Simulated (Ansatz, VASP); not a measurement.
One calculation of ZnS, two programs

```
Zn S
1.0
     0.00000    2.67777    2.67777
     2.67777    0.00000    2.67777
     2.67777    2.67777    0.00000
Zn S
1 1
Direct
  0.25000 0.25000 0.25000
  0.00000 0.00000 0.00000
```

Alike in both runs: task single point; functional PBE0; k mesh 6 × 6 × 6; no spin polarisation.

```csv
,VASP,Ansatz
version,VASP 6.6.1,Ansatz 0.2.0
potentials or method,"VASP PAW PBE potentials, release 64 (Zn, S), cutoff 520 eV","scalar-relativistic, plane waves, PAW"
occupations,"gaussian, width 0.01 eV",fixed
valence electrons in the cell,18,18
```

```csv
,VASP,Ansatz,Ansatz less VASP
gap on the k mesh at the Fermi level (eV),4.14,4.13,-0.011
least direct gap on the mesh (eV),4.14,4.13,-0.011
```
